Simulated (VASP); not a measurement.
# P (R-3m) in VASP: further runs

Runs on P. Level: PBEsol. Tasks: electric field gradients.

All numbers are computed with VASP 6.6.1; they aren't measurements. Logs are shortened: lines on timing, memory, paths and dates and some standing lists are left out, and cuts for length are marked.

### 1 The cell of the first run

It takes space group R-3m (No. 166, trigonal). Conventional cell: a = 3.451 Å, b = 3.451 Å, c = 9.389 Å, α = 90.00°, β = 90.00°, γ = 120.00°. Within 3.0 Å of P (site symmetry 3m) lie 6 P at 2.29 to 2.82 Å.

### 2 Electric field gradients, PBEsol

Contents of INCAR:

```
SYSTEM = P
ALGO = Normal
EDIFF = 1E-8
ENCUT = 520
GGA = PS
ISIF = 2
ISMEAR = -1
LASPH = .True.
LCHARG = .False.
LEFG = .True.
LREAL = .False.
LWAVE = .False.
NBANDS = 12
NELM = 60
PREC = Accurate
SIGMA = 0.05
```

Contents of KPOINTS:

```
k-points
0
Gamma
  11 11 11
  0 0 0
```

Contents of POSCAR:

```
P
1.0
    1.7257251780      0.9963478961      3.1296800121
   -1.7257251780      0.9963478961      3.1296800121
    0.0000000000     -1.9926957921      3.1296800121
P
2
Direct
    0.2270802500      0.2270802500      0.2270802500
    0.7729197500      0.7729197500      0.7729197500
```

Potentials or basis: VASP PAW PBE potentials, release 64 (P).

Command:

```sh
$ cat potpaw_PBE.64/P/POTCAR > POTCAR
$ mpirun -np 1 vasp_std > vasp.out
```

OUTCAR:

```text
SYSTEM = P
   EDIFF = 1E-8
   ENCUT = 520
   GGA = PS
   ISIF = 2
   ISMEAR = -1
   LASPH = .True.
   LREAL = .False.
   NELM = 60
   PREC = Accurate

 ion  position               nearest neighbor table
   1  0.227  0.227  0.227-   2 2.29   2 2.29   2 2.29   2 2.82   2 2.82   2 2.82
   2  0.773  0.773  0.773-   1 2.29   1 2.29   1 2.29   1 2.82   1 2.82   1 2.82

  LATTYP: Found a trigonal (rhomboedric) cell.
 ALAT       =     3.7102201415
 COS(alpha) =     0.5673129383

  Lattice vectors:

 A1 = (   1.7257251780,   0.9963478961,   3.1296800121)
 A2 = (  -1.7257251780,   0.9963478961,   3.1296800121)
 A3 = (   0.0000000000,  -1.9926957921,   3.1296800121)

Analysis of symmetry for initial positions (statically):
=====================================================================
 Subroutine PRICEL returns:
 Original cell was already a primitive cell.

 Routine SETGRP: Setting up the symmetry group for a
 trigonal (rhombohedral) supercell.

 Subroutine GETGRP returns: Found 12 space group operations
 (whereof 12 operations were pure point group operations)
 out of a pool of 12 trial point group operations.

The static configuration has the point symmetry D_3d.

Analysis of symmetry for dynamics (positions and initial velocities):
=====================================================================
 Subroutine PRICEL returns:
 Original cell was already a primitive cell.

 Routine SETGRP: Setting up the symmetry group for a
 trigonal (rhombohedral) supercell.

 Subroutine GETGRP returns: Found 12 space group operations
 (whereof 12 operations were pure point group operations)
 out of a pool of 12 trial point group operations.

The dynamic configuration has the point symmetry D_3d.

 Subroutine INISYM returns: Found 12 space group operations
 (whereof 12 operations are pure point group operations),
 and found     1 'primitive' translations

----------------------------------------------------------------------------------------

                                     Primitive cell

  volume of cell :      32.2875

  direct lattice vectors                    reciprocal lattice vectors
     1.725725178  0.996347896  3.129680012     0.289733271  0.167277582  0.106507161
    -1.725725178  0.996347896  3.129680012    -0.289733271  0.167277582  0.106507161
     0.000000000 -1.992695792  3.129680012     0.000000000 -0.334555164  0.106507161

  length of vectors
     3.710220141  3.710220141  3.710220141     0.351099605  0.351099605  0.351099605

  position of ions in fractional coordinates (direct lattice)
     0.227080250  0.227080250  0.227080250
     0.772919750  0.772919750  0.772919750

  ion indices of the primitive-cell ions
   primitive index   ion index
                 1           1
                 2           2

----------------------------------------------------------------------------------------

 KPOINTS: k-points

Automatic generation of k-mesh.
 Grid dimensions read from file:
 generate k-points for:   11   11   11

 Generating k-lattice:

  Cartesian coordinates                     Fractional coordinates (reciprocal lattice)
     0.026339388  0.015207053  0.009682469     0.090909091  0.000000000  0.000000000
    -0.026339388  0.015207053  0.009682469     0.000000000  0.090909091  0.000000000
     0.000000000 -0.030414106  0.009682469     0.000000000  0.000000000  0.090909091

  Length of vectors
     0.031918146  0.031918146  0.031918146

  Shift w.r.t. Gamma in fractional coordinates (k-lattice)
     0.000000000  0.000000000  0.000000000

 Subroutine IBZKPT returns following result:
 ===========================================

 Found    146 irreducible k-points:

 Following reciprocal coordinates:
            Coordinates               Weight
  0.000000  0.000000  0.000000      1.000000
  0.090909 -0.000000  0.000000      6.000000
  0.181818  0.000000  0.000000      6.000000
  0.272727  0.000000 -0.000000      6.000000
  0.363636  0.000000  0.000000      6.000000
  0.454545 -0.000000 -0.000000      6.000000
[... 16 lines left out ...]
 -0.272727  0.181818  0.000000     12.000000
 -0.181818  0.181818  0.000000      6.000000
 [... further k-points ...]
   k-points           NKPTS =    146   k-points in BZ     NKDIM =    146   number of bands    NBANDS=     12
   number of dos      NEDOS =    301   number of ions     NIONS =      2
   total plane-waves  NPLWV =  21952
   dimension x,y,z NGX =    28 NGY =   28 NGZ =   28
   dimension x,y,z NGXF=    56 NGYF=   56 NGZF=   56
   ions per type =               2
   NGX,Y,Z   is equivalent  to a cutoff of  12.55, 12.55, 12.55 a.u.
   NGXF,Y,Z  is equivalent  to a cutoff of  25.09, 25.09, 25.09 a.u.
 SYSTEM =  P
   PREC   = accura    normal or accurate (medium, high low for compatibility)
   ISTART =      0    job   : 0-new  1-cont  2-samecut
   ICHARG =      2    charge: 1-file 2-atom 10-const
   ISPIN  =      1    spin polarized calculation?
   LNONCOLLINEAR =      F non collinear calculations
   LSORBIT =      F    spin-orbit coupling
   LASPH  =      T    aspherical Exc in radial PAW
   ENCUT  =  520.0 eV  38.22 Ry    6.18 a.u.   6.90  6.90  6.90*2*pi/ulx,y,z
   NELM   =     60;   NELMIN=  2; NELMDL= -5     # of ELM steps
   EDIFF  = 0.1E-07   stopping-criterion for ELM
   LREAL  =      F    real-space projection
   EDIFFG = 0.1E-06   stopping-criterion for IOM
   NSW    =      0    number of steps for IOM
   IBRION =     -1    ionic relax: 0-MD 1-quasi-New 2-CG
   NFREE  =      0    steps in history (QN), initial steepest desc. (CG)
   ISIF   =      2    stress and relaxation
   ISYM   =      2    0-nonsym 1-usesym 2-fastsym
   POTIM  = 0.5000    time-step for ionic-motion
   TEBEG  =    0.0;   TEEND  =   0.0 temperature during run
   PSTRESS=    0.0 pullay stress
   NELECT =      10.0000    total number of electrons
   NUPDOWN=      -1.0000    fix difference up-down
   EMIN   =  10.00;   EMAX   =-10.00  energy-range for DOS
   EFERMI =   0.00;   METHOD = LEGACY
   ISMEAR =    -1;   SIGMA  =   0.05  broadening in eV -4-tet -1-fermi 0-gaus
   EFERMI_NEDOS =   21; number of points for ismear=-14 and -15
   IALGO  =     38    algorithm
   IMIX   =      4    mixing-type and parameters
     AMIX     =   0.40;   BMIX     =  1.00
     AMIX_MAG =   1.60;   BMIX_MAG =  1.00
  volume/ion in A,a.u.               =      16.14       108.94
  Fermi-wavevector in a.u.,A,eV,Ry     =   1.107636  2.093128 16.692396  1.226857
  Thomas-Fermi vector in A             =   2.244152
   LORBIT       =      0    0 simple, 1 ext, 2 COOP (PROOUT), +10 PAW based schemes
   GGA     = PS    functional components
   LHFCALC =     F    Hartree Fock is set to
   AEXX    =    0.0000 exact exchange contribution
   IVDW    =     0    specifies the selected vdW correction
   LEPSILON=     F    determine dielectric tensor
   LRPA    =     F    only Hartree local field effects (RPA)
 non-spin polarized calculation
  energy-cutoff  :      520.00
  volume of cell :       32.29
 maximum number of plane-waves:       882
   NGX = 13   NGY = 13   NGZ = 13

 number of electron      10.0000000 magnetization

 Free energy of the ion-electron system (eV)
  ---------------------------------------------------
  ext. energy  EPLUGINS =         0.00000000
  ---------------------------------------------------
  free energy    TOTEN  =       -11.55759055 eV

  energy without entropy =      -11.55473897  energy(sigma->0) =      -11.55616476

 E-fermi :   8.9393     XC(G=0): -10.8712

 val. band max:        8.9367577499   @ k =  -0.3636   0.0909   0.0000
 cond. band min:       8.9460645616   @ k =   0.3636   0.0909   0.0909
 fundamental gap:      0.0093068116
 Fermi energy:         8.9393216877

 k-point     1 :       0.0000    0.0000    0.0000
  band No.  band energies     occupation
      1      -7.6201      2.00000
      2       5.3307      2.00000
      3       5.7691      2.00000
      4       6.0308      2.00000
      5       6.0308      2.00000
      6      10.2130      0.00000
      7      11.5343      0.00000
      8      11.5343      0.00000
      9      14.6903      0.00000
     10      14.6903      0.00000
     11      16.0248      0.00000
     12      16.0580      0.00000
[... 331 lines left out ...]
 k-point    24 :      -0.1818    0.1818    0.0000
  band No.  band energies     occupation
      1      -6.1642      2.00000
      2       0.5634      2.00000
      3       3.6198      2.00000
      4       6.6434      2.00000
      5       6.8162      2.00000
      6       9.4806      0.00004
      7      10.0707      0.00000
      8      12.3517      0.00000
      9      13.1138      0.00000
     10      16.1163      0.00000
     11      18.3419      0.00000
     12      18.4977      0.00000

 [... further k-points ...]

------------------------ aborting loop because EDIFF is reached ----------------------------------------

  FORCE on cell =-STRESS in cart. coord.  units (eV):
  Direction    XX          YY          ZZ          XY          YZ          ZX
  --------------------------------------------------------------------------------------
  -------------------------------------------------------------------------------------
  Total       -0.2991407     -0.2991407     -0.4887324      0.0000000     -0.0000000      0.0000000
  in kB      -14.8440454    -14.8440454    -24.2520175      0.0000000     -0.0000000      0.0000000
  external PRESSURE =     -17.9800361 kB  Pullay stress =       0.0000000 kB

 VOLUME and BASIS-vectors are now :
 -----------------------------------------------------------------------------
  energy-cutoff  :      520.00
  volume of cell :       32.29
      direct lattice vectors                 reciprocal lattice vectors
     1.725725178  0.996347896  3.129680012     0.289733271  0.167277582  0.106507161
    -1.725725178  0.996347896  3.129680012    -0.289733271  0.167277582  0.106507161
     0.000000000 -1.992695792  3.129680012     0.000000000 -0.334555164  0.106507161

 POSITION                                       TOTAL-FORCE (eV/Angst)
 -----------------------------------------------------------------------------------
      0.00000      0.00000      2.13207         0.000000      0.000000      0.288091
      0.00000      0.00000      7.25697         0.000000     -0.000000     -0.288091
 -----------------------------------------------------------------------------------
    total drift:                                0.000000     -0.000000     -0.000000

  FREE ENERGIE OF THE ION-ELECTRON SYSTEM (eV)
  ---------------------------------------------------
  free  energy   TOTEN  =       -11.5575905478 eV

  energy  without entropy=      -11.5547389685  energy(sigma->0) =      -11.55616476

 Electric field gradients (V/A^2)
---------------------------------------------------------------------
 ion       V_xx      V_yy      V_zz      V_xy      V_xz      V_yz
---------------------------------------------------------------------
   1      13.844    13.844   -27.688    -0.000     0.000    -0.000
   2      13.844    13.844   -27.688    -0.000     0.000    -0.000
---------------------------------------------------------------------

 Electric field gradients after diagonalization (V/A^2)
 (convention: |V_zz| > |V_xx| > |V_yy|)
----------------------------------------------------------------------
 ion       V_xx      V_yy      V_zz     asymmetry (V_yy - V_xx)/ V_zz
----------------------------------------------------------------------
   1      13.844    13.844   -27.688       0.000
   2      13.844    13.844   -27.688       0.000
----------------------------------------------------------------------

           NMR quadrupolar parameters

 Cq : quadrupolar parameter    Cq=e*Q*V_zz/h
 eta: asymmetry parameters     (V_yy - V_xx)/ V_zz
 Q  : nuclear electric quadrupole moment in mb (millibarn)
----------------------------------------------------------------------
 ion       Cq(MHz)       eta       Q (mb)
----------------------------------------------------------------------
   1      -0.067       0.000       1.000
   2      -0.067       0.000       1.000
----------------------------------------------------------------------
```

Run time: 1.8 min. Hardware: 1 thread of AMD EPYC 7R43 (Zen 3), shared host; peak memory 0.14 GiB.

Results:

* Free energy: -11.5576 eV
* Pressure: -1.8 GPa
* Largest force: 0.288 eV/Å
* Band gap on the k mesh: zero (bands 5 and 6 overlap by 0.58 eV)
* Largest electric field gradient by atom: P -27.7 V/Å²

Forces on the atoms (eV/Å):
```
P    0.000  0.000  0.288
P    0.000  0.000 -0.288
```

Stress tensor (GPa, compression positive):
```
-1.48  0.00  0.00
 0.00 -1.48  0.00
 0.00  0.00 -2.43
```

Levels at points of the mesh, in eV from the Fermi level:
| k point | band 1 | band 2 | band 3 | band 4 | band 5 | band 6 | band 7 | band 8 | band 9 | band 10 |
| --- | --- | --- | --- | --- | --- | --- | --- | --- | --- | --- |
| (0.00, 0.00, 0.00) | -16.56 | -3.61 | -3.17 | -2.91 | -2.91 | 1.27 | 2.59 | 2.59 | 5.75 | 5.75 |

Electric field gradients, principal values (V/Å²):
```csv
atom,least,middle,greatest (by size)
1 P,13.844,13.844,-27.688
2 P,13.844,13.844,-27.688
```

Caveat: without QUAD_EFG the Cq values of the log hold for a quadrupole moment of 1 mb, not for the nuclei; the PAW data sets were made with another functional, which shifts forces and pressure a little.

[end of part 1 of 2]

The gap in the log of VASP goes by the Fermi energy; the results here count the filled bands.